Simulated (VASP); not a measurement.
# CuGe4 in VASP: notebook

The runs below take CuGe4 through single point, with PBE+D3(BJ).

All numbers are computed with VASP 6.6.1; they aren't measurements. Logs are shortened: lines on timing, memory, paths and dates and some standing lists are left out, and cuts for length are marked.

### 1 The cell of the first run

The cell holds a slab with vacuum, 5 atoms: a = 4.030 Å, b = 4.030 Å, c = 21.598 Å, α = 90.00°, β = 90.00°, γ = 120.00°.

### 2 Single point, PBE+D3(BJ)

Contents of INCAR:

```
SYSTEM = CuGe4
ALGO = Normal
DIPOL = 0.5 0.5 0.328
EDIFF = 1E-6
ENCUT = 520
GGA = PE
IDIPOL = 3
ISIF = 2
ISMEAR = 0
IVDW = 12
LASPH = .True.
LCHARG = .False.
LDIPOL = .True.
LREAL = .False.
LWAVE = .False.
NBANDS = 42
NELM = 100
PREC = Accurate
SIGMA = 0.1
```

Contents of KPOINTS:

```
k-points
0
Gamma
  9 9 1
  0 0 0
```

Contents of POSCAR:

```
CuGe4
1.0
    4.0303587907      0.0000000000      0.0000000000
   -2.0151793953      3.4903930991      0.0000000000
    0.0000000000      0.0000000000     21.5984135941
Ge Cu
4 1
Direct
    0.3333333333      0.6666666667      0.1851987871
    0.0000000000      0.0000000000      0.2232892486
    0.0000000000      0.0000000000      0.3443139717
    0.6666666667      0.3333333333      0.3795840634
    0.6666666667      0.3333333333      0.5092232143
```

Potentials or basis: VASP PAW PBE potentials, release 64 (Ge_d, Cu).

The run is started by

```bash
$ cat potpaw_PBE.64/Ge_d/POTCAR potpaw_PBE.64/Cu/POTCAR > POTCAR
$ mpirun -np 1 vasp_std > vasp.out
```

OUTCAR:

```text
SYSTEM = CuGe4
   EDIFF = 1E-6
   ENCUT = 520
   GGA = PE
   ISIF = 2
   ISMEAR = 0
   IVDW = 12
   LASPH = .True.
   LREAL = .False.
   NELM = 100
   PREC = Accurate
 IVDW          = 12

 ion  position               nearest neighbor table
   1  0.333  0.667  0.185-   2 2.47   2 2.47   2 2.47
   2  0.000  0.000  0.223-   1 2.47   1 2.47   1 2.47   3 2.61
   3  0.000  0.000  0.344-   4 2.45   4 2.45   4 2.45   2 2.61
   4  0.667  0.333  0.380-   3 2.45   3 2.45   3 2.45   5 2.80
   5  0.667  0.333  0.509-   4 2.80

  LATTYP: Found a hexagonal cell.
 ALAT       =     4.0303587907
 C/A-ratio  =     5.3589307344

  Lattice vectors:

 A1 = (   4.0303587907,   0.0000000000,   0.0000000000)
 A2 = (  -2.0151793953,   3.4903930991,   0.0000000000)
 A3 = (   0.0000000000,   0.0000000000,  21.5984135941)

Analysis of symmetry for initial positions (statically):
=====================================================================
 Subroutine PRICEL returns:
 Original cell was already a primitive cell.

 Routine SETGRP: Setting up the symmetry group for a
 hexagonal supercell.

 Subroutine GETGRP returns: Found  6 space group operations
 (whereof  6 operations were pure point group operations)
 out of a pool of 24 trial point group operations.

The static configuration has the point symmetry C_3v.

Analysis of symmetry for dynamics (positions and initial velocities):
=====================================================================
 Subroutine PRICEL returns:
 Original cell was already a primitive cell.

 Routine SETGRP: Setting up the symmetry group for a
 hexagonal supercell.

 Subroutine GETGRP returns: Found  6 space group operations
 (whereof  6 operations were pure point group operations)
 out of a pool of 24 trial point group operations.

The dynamic configuration has the point symmetry C_3v.

 Subroutine INISYM returns: Found  6 space group operations
 (whereof  6 operations are pure point group operations),
 and found     1 'primitive' translations

----------------------------------------------------------------------------------------

                                     Primitive cell

  volume of cell :     303.8365

  direct lattice vectors                    reciprocal lattice vectors
     4.030358791  0.000000000  0.000000000     0.248116868  0.143250341  0.000000000
    -2.015179395  3.490393099  0.000000000     0.000000000  0.286500681  0.000000000
     0.000000000  0.000000000 21.598413594     0.000000000  0.000000000  0.046299697

  length of vectors
     4.030358791  4.030358791 21.598413594     0.286500681  0.286500681  0.046299697

  position of ions in fractional coordinates (direct lattice)
     0.333333333  0.666666667  0.185198787
     0.000000000  0.000000000  0.223289249
     0.000000000  0.000000000  0.344313972
     0.666666667  0.333333333  0.379584063
     0.666666667  0.333333333  0.509223214

  ion indices of the primitive-cell ions
   primitive index   ion index
                 1           1
                 2           2
                 3           3
                 4           4
                 5           5

----------------------------------------------------------------------------------------

 KPOINTS: k-points

Automatic generation of k-mesh.
 Grid dimensions read from file:
 generate k-points for:    9    9    1

 Generating k-lattice:

  Cartesian coordinates                     Fractional coordinates (reciprocal lattice)
     0.027568541  0.015916705  0.000000000     0.111111111 -0.000000000  0.000000000
     0.000000000  0.031833409  0.000000000     0.000000000  0.111111111  0.000000000
     0.000000000  0.000000000  0.046299697     0.000000000  0.000000000  1.000000000

  Length of vectors
     0.031833409  0.031833409  0.046299697

  Shift w.r.t. Gamma in fractional coordinates (k-lattice)
     0.000000000  0.000000000  0.000000000

 Subroutine IBZKPT returns following result:
 ===========================================

 Found     12 irreducible k-points:

 Following reciprocal coordinates:
            Coordinates               Weight
  0.000000  0.000000  0.000000      1.000000
  0.111111  0.000000  0.000000      6.000000
  0.222222  0.000000  0.000000      6.000000
  0.333333  0.000000  0.000000      6.000000
  0.444444  0.000000  0.000000      6.000000
  0.111111  0.111111  0.000000      6.000000
  0.222222  0.111111  0.000000     12.000000
  0.333333  0.111111  0.000000     12.000000
  0.444444  0.111111  0.000000      6.000000
  0.222222  0.222222  0.000000      6.000000
  0.333333  0.222222  0.000000     12.000000
  0.333333  0.333333  0.000000      2.000000
   k-points           NKPTS =     12   k-points in BZ     NKDIM =     12   number of bands    NBANDS=     42
   number of dos      NEDOS =    301   number of ions     NIONS =      5
   total plane-waves  NPLWV = 145800
   dimension x,y,z NGX =    30 NGY =   30 NGZ =  162
   dimension x,y,z NGXF=    60 NGYF=   60 NGZF=  324
   ions per type =               4   1
   NGX,Y,Z   is equivalent  to a cutoff of  12.37, 12.37, 12.47 a.u.
   NGXF,Y,Z  is equivalent  to a cutoff of  24.75, 24.75, 24.94 a.u.
 SYSTEM =  CuGe4
   PREC   = accura    normal or accurate (medium, high low for compatibility)
   ISTART =      0    job   : 0-new  1-cont  2-samecut
   ICHARG =      2    charge: 1-file 2-atom 10-const
   ISPIN  =      1    spin polarized calculation?
   LNONCOLLINEAR =      F non collinear calculations
   LSORBIT =      F    spin-orbit coupling
   LASPH  =      T    aspherical Exc in radial PAW
   ENCUT  =  520.0 eV  38.22 Ry    6.18 a.u.   7.49  7.49 40.16*2*pi/ulx,y,z
   NELM   =    100;   NELMIN=  2; NELMDL= -5     # of ELM steps
   EDIFF  = 0.1E-05   stopping-criterion for ELM
   LREAL  =      F    real-space projection
   EDIFFG = 0.1E-04   stopping-criterion for IOM
   NSW    =      0    number of steps for IOM
   IBRION =     -1    ionic relax: 0-MD 1-quasi-New 2-CG
   NFREE  =      0    steps in history (QN), initial steepest desc. (CG)
   ISIF   =      2    stress and relaxation
   ISYM   =      2    0-nonsym 1-usesym 2-fastsym
   POTIM  = 0.5000    time-step for ionic-motion
   TEBEG  =    0.0;   TEEND  =   0.0 temperature during run
   PSTRESS=    0.0 pullay stress
   NELECT =      67.0000    total number of electrons
   NUPDOWN=      -1.0000    fix difference up-down
   EMIN   =  10.00;   EMAX   =-10.00  energy-range for DOS
   EFERMI =   0.00;   METHOD = LEGACY
   ISMEAR =     0;   SIGMA  =   0.10  broadening in eV -4-tet -1-fermi 0-gaus
   EFERMI_NEDOS =   21; number of points for ismear=-14 and -15
   IALGO  =     38    algorithm
   IMIX   =      4    mixing-type and parameters
     AMIX     =   0.40;   BMIX     =  1.00
     AMIX_MAG =   1.60;   BMIX_MAG =  1.00
  volume/ion in A,a.u.               =      60.77       410.08
  Fermi-wavevector in a.u.,A,eV,Ry     =   0.989054  1.869040 13.309585  0.978227
  Thomas-Fermi vector in A             =   2.120625
   LORBIT       =      0    0 simple, 1 ext, 2 COOP (PROOUT), +10 PAW based schemes
   GGA     = PE    functional components
   LHFCALC =     F    Hartree Fock is set to
   AEXX    =    0.0000 exact exchange contribution
   IVDW    =    12    specifies the selected vdW correction
   LEPSILON=     F    determine dielectric tensor
   LRPA    =     F    only Hartree local field effects (RPA)
 non-spin polarized calculation
 Gauss-broadening in eV      SIGMA  =   0.10
  energy-cutoff  :      520.00
  volume of cell :      303.84
 maximum number of plane-waves:      8229
 NGX is ok and might be reduce to    30
   NGX = 15   NGY = 15   NGZ = 81

 dipolmoment           0.000000      0.000000      0.131973 electrons x Angstroem

 number of electron      67.0000036 magnetization

 dipolmoment           0.000000      0.000000     -0.026321 electrons x Angstroem

 Free energy of the ion-electron system (eV)
  ---------------------------------------------------
  ext. energy  EPLUGINS =         0.00000000
  ---------------------------------------------------
  free energy    TOTEN  =       -18.37559418 eV

  energy without entropy =      -18.34519236  energy(sigma->0) =      -18.36039327

 E-fermi :  -1.3093     XC(G=0):  -4.5565

 val. band max:       -1.3139041439   @ k =   0.3333   0.2222   0.0000
 cond. band min:      -1.2925406306   @ k =   0.3333   0.1111   0.0000
 fundamental gap:      0.0213635133
 Fermi energy:        -1.3092602548

 k-point     1 :       0.0000    0.0000    0.0000
  band No.  band energies     occupation
      1     -25.7019      2.00000
      2     -25.7019      2.00000
      3     -25.6854      2.00000
      4     -25.6521      2.00000
      5     -25.6521      2.00000
      6     -25.6349      2.00000
[... 34 lines left out ...]
     41       2.8726      0.00000
     42       2.8746      0.00000

 k-point     2 :       0.1111    0.0000    0.0000
  band No.  band energies     occupation
      1     -25.7078      2.00000
      2     -25.7048      2.00000
      3     -25.6848      2.00000
      4     -25.6522      2.00000
      5     -25.6516      2.00000
      6     -25.6322      2.00000
[... 34 lines left out ...]
     41       2.8367      0.00000
     42       3.4041      0.00000

 k-point     3 :       0.2222    0.0000    0.0000
  band No.  band energies     occupation
      1     -25.7159      2.00000
      2     -25.7100      2.00000
      3     -25.6857      2.00000
      4     -25.6539      2.00000
      5     -25.6505      2.00000
      6     -25.6244      2.00000
[... 357 lines left out ...]
      4     -25.6645      2.00000
      5     -25.6359      2.00000
      6     -25.6152      2.00000
[... 34 lines left out ...]
     41       3.5878      0.00000
     42       4.4490      0.00000

 k-point    12 :       0.3333    0.3333    0.0000
  band No.  band energies     occupation
      1     -25.7338      2.00000
      2     -25.7207      2.00000
      3     -25.6828      2.00000
      4     -25.6657      2.00000
      5     -25.6370      2.00000
      6     -25.6105      2.00000
[... 34 lines left out ...]
     41       5.0032      0.00000
     42       5.0836      0.00000

------------------------ aborting loop because EDIFF is reached ----------------------------------------

 vacuum level on the upper side and lower side of the slab       (xc-potential included)        -0.313         0.070

 Edisp (eV)   -1.09888

 E8    (eV) :    -0.5065

  FORCE on cell =-STRESS in cart. coord.  units (eV):
  Direction    XX          YY          ZZ          XY          YZ          ZX
  --------------------------------------------------------------------------------------
  -------------------------------------------------------------------------------------
  Total      -0.86145    -0.86145    -3.07656    -0.00000     0.00000     0.00000
  in kB      -4.54255    -4.54255   -16.22319    -0.00000     0.00000     0.00000
  external pressure =       -8.44 kB  Pullay stress =        0.00 kB

 VOLUME and BASIS-vectors are now :
 -----------------------------------------------------------------------------
  energy-cutoff  :      520.00
  volume of cell :      303.84
      direct lattice vectors                 reciprocal lattice vectors
     4.030358791  0.000000000  0.000000000     0.248116868  0.143250341  0.000000000
    -2.015179395  3.490393099  0.000000000     0.000000000  0.286500681  0.000000000
     0.000000000  0.000000000 21.598413594     0.000000000  0.000000000  0.046299697

 POSITION                                       TOTAL-FORCE (eV/Angst)
 -----------------------------------------------------------------------------------
     -0.00000      2.32693      4.00000        -0.000000     -0.000000      0.150982
      0.00000      0.00000      4.82269         0.000000     -0.000000      0.086805
      0.00000      0.00000      7.43664        -0.000000      0.000000     -0.327783
      2.01518      1.16346      8.19841         0.000000      0.000000      0.931619
      2.01518      1.16346     10.99841        -0.000000      0.000000     -0.841623
 -----------------------------------------------------------------------------------
    total drift:                               -0.000000     -0.000000      0.001306

  FREE ENERGIE OF THE ION-ELECTRON SYSTEM (eV)
  ---------------------------------------------------
  free  energy   TOTEN  =       -19.4744707805 eV

  energy  without entropy=      -19.4440689568  energy(sigma->0) =      -19.45926987

 vacuum level on the upper side and lower side of the slab         2.820         3.237
```

Wall time 2.7 min (1 thread of Intel Xeon 6975P-C (Granite Rapids), shared host); peak memory 0.45 GiB.

Results:

```yaml
Free_energy: -19.4745 eV
Largest_force: 0.932 eV/Å
Dispersion_energy_per_atom: -0.220 eV
```

Forces in eV/Å, atoms in the order of the input:
```
Ge   0.000  0.000  0.151
Ge   0.000  0.000  0.087
Ge   0.000  0.000 -0.328
Ge   0.000  0.000  0.932
Cu   0.000  0.000 -0.842
```

Levels at points of the mesh, in eV from the Fermi level:
| k point | band 30 | band 31 | band 32 | band 33 | band 34 | band 35 | band 36 | band 37 | band 38 | band 39 |
| --- | --- | --- | --- | --- | --- | --- | --- | --- | --- | --- |
| (0.00, 0.00, 0.00) | -0.78 | -0.49 | -0.49 | 0.08 | 0.08 | 0.75 | 1.21 | 1.67 | 3.71 | 3.71 |

### 3 Single point, PBE+D3(BJ)

Contents of INCAR:

```
PREC = Accurate
ENCUT = 520
EDIFF = 1E-7
ISMEAR = 0
SIGMA = 0.1
LREAL = False
LASPH = True
NELM = 60
ALGO = Normal
ISIF = 2
LWAVE = False
LCHARG = False
LDIPOL = True
IDIPOL = 3
DIPOL = 0.5 0.5 0.328
GGA = PE
IVDW = 12
NBANDS = 42
```

Contents of KPOINTS:

```
Automatic mesh
0
Gamma
  9 9 1
```

POSCAR, as its differences from that of step 2:

```diff
@@ -12,2 +12,2 @@
     0.6666666667      0.3333333333      0.3795840634
-    0.6666666667      0.3333333333      0.5092232143
+    1.0000000000      1.0000000000      0.5092232143
```

Potentials or basis: VASP PAW PBE potentials, release 64 (Ge_d, Cu).

The run is started by

```bash
$ cat potpaw_PBE.64/Ge_d/POTCAR potpaw_PBE.64/Cu/POTCAR > POTCAR
$ mpirun -np 1 vasp_std > vasp.out
```

It took 3.3 min on 1 thread of Intel Xeon 6975P-C (Granite Rapids), shared host; peak memory 0.45 GiB.

It converged, with:

- Free energy: -19.0403 eV
- Largest force: 0.701 eV/Å
- Dispersion energy per atom: -0.241 eV

Forces on the atoms (eV/Å):
```
Ge   0.000  0.000  0.179
Ge   0.000  0.000 -0.045
Ge   0.000  0.000 -0.152
Ge   0.000  0.000  0.701
Cu   0.000  0.000 -0.683
```

Levels at points of the mesh, in eV from the Fermi level:
| k point | band 30 | band 31 | band 32 | band 33 | band 34 | band 35 | band 36 | band 37 |
| --- | --- | --- | --- | --- | --- | --- | --- | --- |
| (0.00, 0.00, 0.00) | -1.04 | -0.59 | -0.59 | 0.02 | 0.02 | 0.64 | 1.13 | 1.75 |

### 4 Single point, PBE+D3(BJ)

Contents of INCAR:

```
SYSTEM = CuGe4
PREC = Accurate
ENCUT = 520
EDIFF = 1E-6
ISMEAR = 0
SIGMA = 0.1
LREAL = .False.
LASPH = .True.
NELM = 80
ALGO = Normal
ISIF = 2
LWAVE = .False.
LCHARG = .True.
LDIPOL = .True.
IDIPOL = 3
DIPOL = 0.5 0.5 0.328
GGA = PE
IVDW = 12
LELF = .True.
LVHAR = .True.
LVACPOTAV = .True.
NBANDS = 42
```

Contents of KPOINTS:

```
Automatic mesh
0
Gamma
  9 9 1
  0 0 0
```

POSCAR, as its differences from that of step 3:

```diff
@@ -12,2 +12,2 @@
     0.6666666667      0.3333333333      0.3795840634
-    1.0000000000      1.0000000000      0.5092232143
+    1.3333333333      0.6666666667      0.5092232143
```

The run is started by

```bash
$ cat potpaw_PBE.64/Ge_d/POTCAR potpaw_PBE.64/Cu/POTCAR > POTCAR
$ mpirun -np 1 vasp_std > vasp.out
```

It took 3 min on 1 thread of Intel Xeon 6975P-C (Granite Rapids), shared host; peak memory 0.45 GiB.

It converged, with:

* Free energy: -19.0416 eV
* Largest force: 0.753 eV/Å
* Dispersion energy per atom: -0.242 eV

Forces on the atoms (eV/Å):
```
Ge   0.000  0.000  0.160
Ge   0.000  0.000  0.050
Ge   0.000  0.000 -0.276
Ge   0.000  0.000  0.753
Cu   0.000  0.000 -0.688
```

Levels at points of the mesh, in eV from the Fermi level:
```csv
k point,band 32,band 33,band 34,band 35,band 36,band 37
"(0.00, 0.00, 0.00)",-0.53,0.06,0.06,0.73,1.19,1.79
```
